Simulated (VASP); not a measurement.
# Mg5Be4ZnTe8Se2 (P1) in VASP: notebook

Runs on Mg5Be4ZnTe8Se2. Level: PBE. Tasks: single point.

Program: VASP 6.6.1. These are calculated values, not measurements. Logs are shortened: lines on timing, memory, paths and dates and some standing lists are left out, and cuts for length are marked.

### Step 1. The cell of the first run

The typed cell holds 20 atoms: a = 7.257 Å, b = 7.255 Å, c = 11.557 Å, α = 84.47°, β = 72.01°, γ = 71.12°.

### Step 2. Single point, PBE

The input, INCAR:

```
PREC     = Accurate       # precision mode
ENCUT    = 520            # plane-wave cutoff, eV
EDIFF    = 1E-6           # SCF threshold, eV
ISMEAR   = 0              # smearing method
SIGMA    = 0.02           # smearing width, eV
LREAL    = Auto         
LASPH    = True           # aspherical terms in the spheres
NELM     = 60             # most SCF steps
ALGO     = Normal         # electronic algorithm
ISIF     = 2              # what is computed and relaxed
LWAVE    = False          # write WAVECAR
LCHARG   = True           # write CHGCAR
GGA      = PE             # functional
LELF     = True           # ELF
LVHAR    = True         
NBANDS   = 61             # bands
```

The input, KPOINTS:

```
Automatic mesh
0
Gamma
  4 4 2
```

The input, POSCAR:

```
Mg5Be4ZnTe8Se2
1.0
    2.9702770000      2.9983780000      5.9032530000
   -2.9978300000     -2.9692340000      5.9024300000
    9.2580940000     -6.2730120000      2.9163130000
Be Mg Zn Se Te
4 5 1 2 8
Direct
    0.3987337581      0.0053300726      0.2143080420
    0.3020717625      0.4886479333      0.3746773900
    0.8012507911      0.9881636967      0.3762835571
    0.8976317283      0.5048751528      0.2176186922
    0.2015225078      0.9910554928      0.5803274684
    0.1002538940      0.4960765153      0.7970716561
    0.6003772630      0.9982463253      0.7957961168
    0.9753074280      0.9938491893      0.0405488175
    0.4774874301      0.4925413669      0.0315549475
    0.7103717280      0.4969789301      0.5754622216
    0.7446967198      0.8589603667      0.2257036585
    0.2500951955      0.3577101098      0.2224377822
    0.6065412857      0.8812738795      0.5706089541
    0.5005228271      0.3970484867      0.7945381906
    0.9913443226      0.8941524146      0.8092063841
    0.3834770092      0.8950755298      0.0253194231
    0.6714112016      0.3598697492      0.3796369681
    0.1714943589      0.8565639327      0.3711890599
    0.0974232267      0.3913430072      0.5699733376
    0.8817105240      0.3949436654      0.0286637973
```

Potentials or basis: VASP PAW PBE potentials, release 64 (Be, Mg, Zn, Se, Te).

Run with:

```
$ cat potpaw_PBE.64/Be/POTCAR potpaw_PBE.64/Mg/POTCAR potpaw_PBE.64/Zn/POTCAR potpaw_PBE.64/Se/POTCAR potpaw_PBE.64/Te/POTCAR > POTCAR
$ mpirun -np 1 vasp_std > vasp.out
```

OUTCAR:

```text
PREC = Accurate
   ENCUT = 520
   EDIFF = 1E-6
   ISMEAR = 0
   LREAL = Auto
   LASPH = True
   NELM = 60
   ISIF = 2
   GGA = PE

 ion  position               nearest neighbor table
   1  0.399  0.005  0.214-  11 2.43  12 2.43  16 2.44  18 2.47
   2  0.302  0.489  0.375-  12 2.26  19 2.47  18 2.53  17 2.55
   3  0.801  0.988  0.376-  11 2.25  13 2.46  18 2.53  17 2.55
   4  0.898  0.505  0.218-  20 2.44  11 2.44  12 2.45  17 2.48
   5  0.202  0.991  0.580-  13 2.75  19 2.75  15 2.77  18 2.79
   6  0.100  0.496  0.797-  15 2.74  14 2.75  19 2.81  20 2.82
[... 12 lines left out ...]
  19  0.097  0.391  0.570-   2 2.47  10 2.64   5 2.75   6 2.81
  20  0.882  0.395  0.029-   4 2.44   8 2.77   9 2.78   6 2.82

  Warning from LATTYP: Got some problem with cell dimensions!
  Tried to take original basis but could not verify dimensions!
  LATTYP: Found a triclinic cell.
 ALAT       =    20.4000785348
 B/A-ratio  =     0.4137154608
 C/A-ratio  =     1.2198393612
 COS(alpha) =     0.0001706434
 COS(beta)  =     0.6778359900
 COS(gamma) =     0.7241340095

  Lattice vectors:

 A1 = ( -18.1964780000,  -2.6929780000,  -8.8203890000)
 A2 = (  -5.9681070000,  -5.9676120000,  -0.0008230000)
 A3 = ( -15.5183580000,  15.5152580000, -11.7350560000)

Analysis of symmetry for initial positions (statically):
=====================================================================
 Subroutine PRICEL returns:
 Original cell was already a primitive cell.

 Routine SETGRP: Setting up the symmetry group for a
 triclinic supercell.

 Subroutine GETGRP returns: Found  1 space group operations
 (whereof  1 operations were pure point group operations)
 out of a pool of  2 trial point group operations.

The static configuration has the point symmetry C_1 .

Analysis of symmetry for dynamics (positions and initial velocities):
=====================================================================
 Subroutine PRICEL returns:
 Original cell was already a primitive cell.

 Routine SETGRP: Setting up the symmetry group for a
 triclinic supercell.

 Subroutine GETGRP returns: Found  1 space group operations
 (whereof  1 operations were pure point group operations)
 out of a pool of  2 trial point group operations.

The dynamic configuration has the point symmetry C_1 .

 Subroutine INISYM returns: Found  1 space group operations
 (whereof  1 operations are pure point group operations),
 and found     1 'primitive' translations

----------------------------------------------------------------------------------------

                                     Primitive cell

  volume of cell :     547.6084

  direct lattice vectors                    reciprocal lattice vectors
     2.970277000  2.998378000  5.903253000     0.051801252  0.115754008  0.084540110
    -2.997830000 -2.969234000  5.902430000    -0.083591466 -0.083984499  0.084717203
     9.258094000 -6.273012000  2.916313000     0.064326731 -0.064332110  0.000308944

  length of vectors
     7.256804536  7.255481732 11.557156466     0.152411910  0.145663770  0.090976064

  position of ions in fractional coordinates (direct lattice)
     0.398733758  0.005330073  0.214308042
     0.302071762  0.488647933  0.374677390
     0.801250791  0.988163697  0.376283557
     0.897631728  0.504875153  0.217618692
     0.201522508  0.991055493  0.580327468
     0.100253894  0.496076515  0.797071656
[... 12 lines left out ...]
     0.097423227  0.391343007  0.569973338
     0.881710524  0.394943665  0.028663797

  ion indices of the primitive-cell ions
   primitive index   ion index
                 1           1
                 2           2
                 3           3
                 4           4
                 5           5
                 6           6
[... 12 lines left out ...]
                19          19
                20          20

----------------------------------------------------------------------------------------

 KPOINTS: Automatic mesh

Automatic generation of k-mesh.
 Grid dimensions read from file:
 generate k-points for:    4    4    2

 Generating k-lattice:

  Cartesian coordinates                     Fractional coordinates (reciprocal lattice)
     0.012950313  0.028938502  0.021135028     0.250000000  0.000000000  0.000000000
    -0.020897867 -0.020996125  0.021179301    -0.000000000  0.250000000 -0.000000000
     0.032163366 -0.032166055  0.000154472     0.000000000 -0.000000000  0.500000000

  Length of vectors
     0.038102978  0.036415943  0.045488032

  Shift w.r.t. Gamma in fractional coordinates (k-lattice)
     0.000000000  0.000000000  0.000000000

 Subroutine IBZKPT returns following result:
 ===========================================

 Found     20 irreducible k-points:

 Following reciprocal coordinates:
            Coordinates               Weight
  0.000000  0.000000  0.000000      1.000000
  0.250000  0.000000 -0.000000      2.000000
  0.500000  0.000000 -0.000000      1.000000
  0.000000  0.250000  0.000000      2.000000
  0.250000  0.250000  0.000000      2.000000
  0.500000  0.250000  0.000000      2.000000
[... 12 lines left out ...]
  0.250000  0.500000  0.500000      2.000000
  0.500000  0.500000  0.500000      1.000000
   k-points           NKPTS =     20   k-points in BZ     NKDIM =     20   number of bands    NBANDS=     61
   number of dos      NEDOS =    301   number of ions     NIONS =     20
   total plane-waves  NPLWV = 262440
   dimension x,y,z NGX =    54 NGY =   54 NGZ =   90
   dimension x,y,z NGXF=   108 NGYF=  108 NGZF=  180
   ions per type =               4   5   1   2   8
   NGX,Y,Z   is equivalent  to a cutoff of  12.37, 12.37, 12.95 a.u.
   NGXF,Y,Z  is equivalent  to a cutoff of  24.74, 24.75, 25.89 a.u.
 SYSTEM =  unknown system
   PREC   = accura    normal or accurate (medium, high low for compatibility)
   ISTART =      0    job   : 0-new  1-cont  2-samecut
   ICHARG =      2    charge: 1-file 2-atom 10-const
   ISPIN  =      1    spin polarized calculation?
   LNONCOLLINEAR =      F non collinear calculations
   LSORBIT =      F    spin-orbit coupling
   LASPH  =      T    aspherical Exc in radial PAW
   ENCUT  =  520.0 eV  38.22 Ry    6.18 a.u.  13.49 13.49 21.49*2*pi/ulx,y,z
   NELM   =     60;   NELMIN=  2; NELMDL= -5     # of ELM steps
   EDIFF  = 0.1E-05   stopping-criterion for ELM
   LREAL  =      T    real-space projection
   EDIFFG = 0.1E-04   stopping-criterion for IOM
   NSW    =      0    number of steps for IOM
   IBRION =     -1    ionic relax: 0-MD 1-quasi-New 2-CG
   NFREE  =      0    steps in history (QN), initial steepest desc. (CG)
   ISIF   =      2    stress and relaxation
   ISYM   =      2    0-nonsym 1-usesym 2-fastsym
   POTIM  = 0.5000    time-step for ionic-motion
   TEBEG  =    0.0;   TEEND  =   0.0 temperature during run
   PSTRESS=    0.0 pullay stress
   NELECT =      90.0000    total number of electrons
   NUPDOWN=      -1.0000    fix difference up-down
   EMIN   =  10.00;   EMAX   =-10.00  energy-range for DOS
   EFERMI =   0.00;   METHOD = LEGACY
   ISMEAR =     0;   SIGMA  =   0.02  broadening in eV -4-tet -1-fermi 0-gaus
   EFERMI_NEDOS =   21; number of points for ismear=-14 and -15
   IALGO  =     38    algorithm
   IMIX   =      4    mixing-type and parameters
     AMIX     =   0.40;   BMIX     =  1.00
     AMIX_MAG =   1.60;   BMIX_MAG =  1.00
  volume/ion in A,a.u.               =      27.38       184.77
  Fermi-wavevector in a.u.,A,eV,Ry     =   0.896738  1.694589 10.940979  0.804139
  Thomas-Fermi vector in A             =   2.019234
   LORBIT       =      0    0 simple, 1 ext, 2 COOP (PROOUT), +10 PAW based schemes
   GGA     = PE    functional components
   LHFCALC =     F    Hartree Fock is set to
   AEXX    =    0.0000 exact exchange contribution
   IVDW    =     0    specifies the selected vdW correction
   LEPSILON=     F    determine dielectric tensor
   LRPA    =     F    only Hartree local field effects (RPA)
 non-spin polarized calculation
 Gauss-broadening in eV      SIGMA  =   0.02
  energy-cutoff  :      520.00
  volume of cell :      547.61
 maximum number of plane-waves:     14773
 NGX is ok and might be reduce to    54
   NGX = 27   NGY = 27   NGZ = 43

 number of electron      90.0000002 magnetization

 Free energy of the ion-electron system (eV)
  ---------------------------------------------------
  ext. energy  EPLUGINS =         0.00000000
  ---------------------------------------------------
  free energy    TOTEN  =       -68.47054216 eV

  energy without entropy =      -68.47054216  energy(sigma->0) =      -68.47054216

 E-fermi :   3.3016     XC(G=0):  -8.4395

 val. band max:        3.2118183138   @ k =   0.0000   0.0000   0.5000
 cond. band min:       4.8591010193   @ k =   0.0000   0.0000   0.5000
 fundamental gap:      1.6472827055
 Fermi energy:         3.3016203678

 k-point     1 :       0.0000    0.0000    0.0000
  band No.  band energies     occupation
      1      -9.5706      2.00000
      2      -9.2865      2.00000
      3      -7.8966      2.00000
      4      -7.4700      2.00000
      5      -7.3352      2.00000
      6      -7.2696      2.00000
[... 49 lines left out ...]
     56       7.2384      0.00000
     57       7.3530      0.00000

 k-point     2 :       0.2500    0.0000   -0.0000
  band No.  band energies     occupation
      1      -9.5240      2.00000
      2      -9.3216      2.00000
      3      -7.8199      2.00000
      4      -7.4422      2.00000
      5      -7.4101      2.00000
      6      -7.2096      2.00000
[... 49 lines left out ...]
     56       7.2139      0.00000
     57       7.3953      0.00000

 k-point     3 :       0.5000    0.0000   -0.0000
  band No.  band energies     occupation
      1      -9.4239      2.00000
      2      -9.4101      2.00000
      3      -7.6567      2.00000
      4      -7.5707      2.00000
      5      -7.3632      2.00000
      6      -7.3266      2.00000
[... 953 lines left out ...]
  band No.  band energies     occupation
      1      -9.4731      2.00000
      2      -9.3386      2.00000
      3      -7.7266      2.00000
      4      -7.4828      2.00000
      5      -7.3971      2.00000
      6      -7.2455      2.00000
[... 49 lines left out ...]
     56       7.0641      0.00000
     57       7.2052      0.00000

 k-point    20 :       0.5000    0.5000    0.5000
  band No.  band energies     occupation
      1      -9.4902      2.00000
      2      -9.2994      2.00000
      3      -7.7667      2.00000
      4      -7.4557      2.00000
      5      -7.3588      2.00000
      6      -7.2748      2.00000
[... 49 lines left out ...]
     56       6.9812      0.00000
     57       7.0754      0.00000
 [bands above 57 left out]

------------------------ aborting loop because EDIFF is reached ----------------------------------------

  FORCE on cell =-STRESS in cart. coord.  units (eV):
  Direction    XX          YY          ZZ          XY          YZ          ZX
  --------------------------------------------------------------------------------------
  -------------------------------------------------------------------------------------
  Total        0.0604789      0.0659456      0.2486262      0.0022794     -0.0366165      0.0277769
  in kB        0.1769474      0.1929417      0.7274238      0.0066690     -0.1071315      0.0812688
  external PRESSURE =       0.3657710 kB  Pullay stress =       0.0000000 kB

 VOLUME and BASIS-vectors are now :
 -----------------------------------------------------------------------------
  energy-cutoff  :      520.00
  volume of cell :      547.61
      direct lattice vectors                 reciprocal lattice vectors
     2.970277000  2.998378000  5.903253000     0.051801252  0.115754008  0.084540110
    -2.997830000 -2.969234000  5.902430000    -0.083591466 -0.083984499  0.084717203
     9.258094000 -6.273012000  2.916313000     0.064326731 -0.064332110  0.000308944

 POSITION                                       TOTAL-FORCE (eV/Angst)
 -----------------------------------------------------------------------------------
      3.15246     -0.16463      3.01028        -0.001229      0.001524      0.027007
      2.90115     -2.89554      5.76009         0.007180     -0.004527      0.022110
      2.90126     -2.89207     11.65991         0.002764     -0.009749      0.023759
      3.16742     -0.17278      8.91358        -0.003247     -0.002423      0.025810
      3.00029     -5.97884      8.73169         0.003398     -0.005703     -0.002788
      6.18999     -6.17241      5.84439         0.000364     -0.003058     -0.006908
[... 12 lines left out ...]
      4.39306     -4.44533      4.54721         0.010682      0.000200      0.002653
      1.70032      1.29121      7.61968        -0.008027      0.012831     -0.012496
 -----------------------------------------------------------------------------------
    total drift:                                0.019023      0.015738      0.000110

  FREE ENERGIE OF THE ION-ELECTRON SYSTEM (eV)
  ---------------------------------------------------
  free  energy   TOTEN  =       -68.4705421571 eV

  energy  without entropy=      -68.4705421571  energy(sigma->0) =      -68.47054216
```

Wall time 8.3 min (1 thread of Intel Xeon 6975P-C (Granite Rapids), shared host); peak memory 0.84 GiB.

What came out:

```yaml
Free_energy: -68.4705 eV
Pressure: 0.0 GPa
Largest_force: 0.027 eV/Å
Band_gap_on_the_k_mesh: 1.65 eV
```

Forces in eV/Å, atoms in the order of the input:
```
Be  -0.001  0.002  0.027
Be   0.007 -0.005  0.022
Be   0.003 -0.010  0.024
Be  -0.003 -0.002  0.026
Mg   0.003 -0.006 -0.003
Mg   0.000 -0.003 -0.007
Mg   0.000 -0.001 -0.007
Mg  -0.001  0.000 -0.002
Mg  -0.001  0.000 -0.001
Zn   0.002 -0.005 -0.005
Se  -0.002  0.014 -0.020
Se  -0.005  0.008 -0.019
Te  -0.006 -0.013  0.006
Te   0.005 -0.002  0.004
Te  -0.004  0.005  0.009
Te  -0.014  0.013 -0.018
Te   0.004  0.000 -0.013
Te   0.010 -0.007 -0.014
Te   0.011  0.000  0.003
Te  -0.008  0.013 -0.012
```

Levels at points of the mesh, in eV from the valence-band top:
```
           k point  band 41  band 42  band 43  band 44  band 45  band 46  band 47  band 48  band 49  band 50
(0.00, 0.00, 0.00)    -0.83    -0.53    -0.42    -0.39    -0.04     1.75     2.26     2.47     2.77     3.18
(0.50, 0.00, 0.00)    -1.24    -1.05    -0.97    -0.77    -0.70     2.61     2.92     3.04     3.12     3.20
(0.00, 0.50, 0.00)    -1.30    -0.86    -0.81    -0.76    -0.67     2.45     2.79     3.11     3.25     3.41
(0.50, 0.50, 0.00)    -1.02    -0.71    -0.70    -0.58    -0.53     2.16     2.35     2.61     2.79     2.84
(0.00, 0.00, 0.50)    -1.01    -0.94    -0.76    -0.39     0.00     1.65     2.25     2.45     2.82     3.10
(0.50, 0.00, 0.50)    -1.26    -1.05    -1.01    -0.71    -0.64     2.58     2.92     2.97     3.14     3.22
(0.00, 0.50, 0.50)    -1.20    -1.08    -1.05    -0.79    -0.72     2.48     2.73     3.00     3.16     3.31
(0.50, 0.50, 0.50)    -1.04    -0.85    -0.72    -0.59    -0.50     2.15     2.21     2.63     2.84     2.93
```

Caveat: spin-orbit coupling is left out, which moves the levels of the heavy elements. A k mesh can miss the band edges.

### Step 3. Single point, PBE

The input, INCAR:

```
PREC = Accurate
ENCUT = 520
EDIFF = 1E-7
ISMEAR = 0
SIGMA = 0.1
LREAL = Auto
LASPH = True
NELM = 100
ALGO = Normal
ISIF = 2
LWAVE = False
LCHARG = False
GGA = PE
NBANDS = 61
ISYM = 0
```

The input, KPOINTS:

```
Automatic mesh
0
Gamma
  2 2 2
  0.5 0.5 0.5
```

The input, POSCAR:

```
Mg5Be4ZnTe8Se2
1.0
    2.9820083509      3.0152126844      5.8813278190
   -3.0144998599     -2.9836066639      5.8817705632
    9.2616045855     -6.2658829897      2.9006029535
Be Mg Zn Se Te
4 5 1 2 8
Direct
    0.3985018009      1.0054787321      0.2140922788
    0.3016163019      0.4884810522      0.3750086397
    0.8010976736      0.9878722463      0.3766893731
    0.8969711861      0.5043997711      0.2176335939
    0.2022249280      0.9913436467      0.5799125054
    0.0999783073      0.4975334258      0.7968184628
    0.6020463135      0.9976998325      0.7956908969
   -0.0249057427      0.9945062329      1.0414422624
    0.4773310135      0.4926852051      1.0319190616
    0.7105081421      0.4969135219      0.5751885520
    0.7437407051      0.8586554826      0.2264978380
    0.2491572948      0.3574604781      0.2230270142
    0.6072121648      0.8806601212      0.5703069339
    0.5001299731      0.3964182633      0.7945697791
    0.9927527787      0.8949937564      0.8086091939
    0.3834467931      0.8950866532      1.0252609824
    0.6712222630      0.3596098233      0.3795638135
    0.1716399569      0.8563365275      0.3706941103
    0.0973298247      0.3914578769      0.5694945391
    0.8817232837      0.3951131675      1.0285066339
```

Potentials or basis: VASP PAW PBE potentials, release 64 (Be, Mg, Zn, Se, Te).

Run with:

```
$ cat potpaw_PBE.64/Be/POTCAR potpaw_PBE.64/Mg/POTCAR potpaw_PBE.64/Zn/POTCAR potpaw_PBE.64/Se/POTCAR potpaw_PBE.64/Te/POTCAR > POTCAR
$ mpirun -np 1 vasp_std > vasp.out
```

Wall time 4.4 min (1 thread of Intel Xeon Platinum 8375C at 2.90GHz (Ice Lake), shared host); peak memory 0.62 GiB.

It converged, with:

- Free energy: -68.4698 eV
- Pressure: 0.0 GPa
- Largest force: 0.049 eV/Å
- Band gap on the k mesh: 2.23 eV

Forces in eV/Å, atoms in the order of the input:
```
Be   0.014 -0.009  0.024
Be  -0.014  0.006  0.024
Be  -0.008  0.007  0.023
Be   0.003 -0.009  0.037
Mg  -0.013  0.012  0.007
Mg   0.006  0.009 -0.007
Mg  -0.012 -0.012 -0.007
Mg  -0.008  0.011 -0.025
Mg  -0.002 -0.004 -0.014
Zn   0.014 -0.014 -0.020
Se  -0.018  0.026 -0.003
Se  -0.004  0.015  0.001
Te   0.003 -0.027  0.011
Te  -0.002  0.002  0.009
Te   0.034 -0.036 -0.006
Te  -0.018  0.027 -0.015
Te  -0.001  0.003 -0.020
Te   0.014 -0.011 -0.011
Te   0.031 -0.010  0.013
Te  -0.021  0.013 -0.019
```

Levels at points of the mesh, in eV from the valence-band top:
```csv
k point,band 42,band 43,band 44,band 45,band 46,band 47,band 48,band 49
"(0.25, 0.25, 0.25)",-0.69,-0.46,-0.23,-0.07,2.44,2.80,2.97,3.18
```

Caveat: spin-orbit coupling is left out, which moves the levels of the heavy elements; a shifted mesh leaves out Γ, where band edges can lie. A k mesh can miss the band edges.

[end of part 1 of 2]
